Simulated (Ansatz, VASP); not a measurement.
BAs in VASP and in Ansatz

Contents of POSCAR:

```
BAs
1.0
    0.0000000000      2.2052272482      2.2052272482
    2.2052272482      0.0000000000      2.2052272482
    2.2052272482      2.2052272482      0.0000000000
B As
1 1
Direct
    0.0000000000      0.0000000000      0.0000000000
    0.5000000000      0.5000000000      0.5000000000
```

The input INCAR.step1:

```
SYSTEM = BAs
ALGO = Normal
EDIFF = 1E-4
ENCUT = 520
GGA = PE
ISMEAR = -1
LASPH = .True.
LCHARG = .False.
LREAL = .False.
LWAVE = .True.
NBANDS = 11
NELM = 60
PREC = Accurate
SIGMA = 0.05
```

File INCAR.step2:

```
SYSTEM = BAs
ALGO = Normal
EDIFF = 1E-6
ENCUT = 520
ISIF = 2
ISMEAR = -1
ISTART = 1
LASPH = .True.
LCHARG = .True.
LELF = .True.
LMIXTAU = .True.
LREAL = .False.
LVHAR = .True.
LWAVE = .False.
METAGGA = R2SCAN
NBANDS = 11
NELM = 60
PREC = Accurate
SIGMA = 0.05
```

File KPOINTS:

```
k-points
0
Gamma
  15 15 15
  0 0 0
```

Input for Ansatz:

```yaml
crystal:
  lattice:
    - [0.0, 2.2052272482, 2.2052272482]
    - [2.2052272482, 0.0, 2.2052272482]
    - [2.2052272482, 2.2052272482, 0.0]
  atoms:
    - { symbol: B, position: [0.0, 0.0, 0.0] }
    - { symbol: As, position: [0.5, 0.5, 0.5] }
kpoints:
  mp_grid: { grid: [15, 15, 15] }
scf:
  occupations: { method: fermi_dirac, width: 0.05 }
hamiltonian:
  xc: r2scan
  pseudopotentials: { kind: paw }
output:
  forces: true
  stress: true
  eigenvalues: true
  populations: true
```

Change from the starting cell: volume scaled by 0.88, PAW files.

Alike in both runs: task single point; functional r2SCAN; k mesh 15 × 15 × 15; occupations fermi-dirac, width 0.05 eV; no spin polarisation.

|  | VASP | Ansatz |
| --- | --- | --- |
| version | VASP 6.6.1 | Ansatz 0.2.0 |
| potentials or method | VASP PAW PBE potentials, release 64 (B, As) | PAW with Ansatz's default frozen-core files, scalar-relativistic |
| plane-wave cutoff (eV) | 520 | 500 |
| valence electrons in the cell | 8 | 18 |

```tsv
	VASP	Ansatz	Ansatz less VASP
pressure (GPa)	22.8	22.4	-0.38
```

VASP's potentials were made for PBE, not for r2SCAN. With one functional, cell and mesh, what is left measures potentials, basis and numerics. VASP's potentials hold 8 valence electrons a cell and Ansatz's 18, so a difference there can come from the potentials and not from the codes.
